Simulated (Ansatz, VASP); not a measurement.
Co: VASP beside Ansatz

```
Co
1.0
     2.51902    0.00000    0.00000
    -1.25951    2.18153    0.00000
     0.00000    0.00000    8.24687
Co
4
Direct
  0.66667 0.33333 0.75000
  0.00000 0.00000 0.50000
  0.33333 0.66667 0.25000
  0.00000 0.00000 0.00000
```

Alike in both runs: task single point; functional r2SCAN; k mesh 12 × 12 × 4; occupations fermi-dirac, width 0.05 eV; collinear spin.

|  | VASP | Ansatz |
| --- | --- | --- |
| version | VASP 6.6.1 | Ansatz 0.2.0 |
| potentials or method | VASP PAW PBE potentials, release 64 (Co) | Ansatz PAW |
| plane-wave cutoff (eV) | 520 | 500 |
| valence electrons in the cell | 36 | 68 |

```csv
,VASP,Ansatz,Ansatz less VASP
gap on the k mesh at the Fermi level (eV),none,none,-
pressure (GPa),-11.8,-11.9,-0.15
"traceless stress, the component that is largest in VASP (GPa)",0.35,0.31,-0.039
net moment per atom (μB),1.78,1.78,+0.008
size of the moment on the site where the two differ most (μB),1.87,1.94,+0.072
```

VASP's potentials were made for PBE, not for r2SCAN. Site moments also hang on the region over which each program counts them. A gap of «none» marks a metal or a gap that the smearing closes. VASP's potentials hold 36 valence electrons a cell and Ansatz's 68, so a difference there can come from the potentials and not from the codes.

Noted on Ansatz's run: the magnetic or orbital state may not be the lowest.
